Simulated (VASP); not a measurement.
A run of VASP 6.6.1:

The input INCAR:

```
ALGO     = Normal         # electronic algorithm
EDIFF    = 1E-6           # SCF threshold, eV
EDIFFG   = -0.04          # ionic threshold
ENCUT    = 600            # plane-wave cutoff, eV
GGA      = PE             # functional
IBRION   = 2              # ionic algorithm
ISIF     = 3              # what is computed and relaxed
ISMEAR   = 0              # smearing method
LASPH    = T              # aspherical terms in the spheres
LCHARG   = F              # write CHGCAR
LREAL    = F              # projectors in reciprocal space
LWAVE    = F              # write WAVECAR
NELM     = 100            # most SCF steps
NSW      = 90             # ionic steps
PREC     = Accurate       # precision mode
SIGMA    = 0.1            # smearing width, eV
```

File KPOINTS:

```
k-points
0
Gamma
  6 6 6
```

POSCAR

```
HgH5
1.0
    4.5397083400      0.0000000000      0.0000000000
   -2.2698541700      3.9315027500      0.0000000000
    0.0000000000      0.0000000000      3.6059276900
Hg H
1 5
Direct
    0.0000000000      0.0000000000      0.0000000000
    0.0000000000      0.5000000000      0.5000000000
    0.3333333300      0.6666666700      0.0000000000
    0.6666666700      0.3333333300      0.0000000000
    0.5000000000      0.0000000000      0.5000000000
    0.5000000000      0.5000000000      0.5000000000
```

Potentials or basis: VASP PAW PBE potentials, release 64 (Hg, H).

Launch:

```sh
$ cat potpaw_PBE.64/Hg/POTCAR potpaw_PBE.64/H/POTCAR > POTCAR
$ mpirun -np 1 vasp_std > vasp.out
```

Hardware: 1 thread of Intel(R) Xeon(R) Platinum 8488C (Sapphire Rapids), with other jobs on the host.

Question: How long does it take, and how much memory?

Answer: Wall time 120 s on 1 thread of Intel(R) Xeon(R) Platinum 8488C (Sapphire Rapids), on a shared host, peak memory 0.22 GiB. Counts: scf iterations 117, k points 28, ion steps 14.
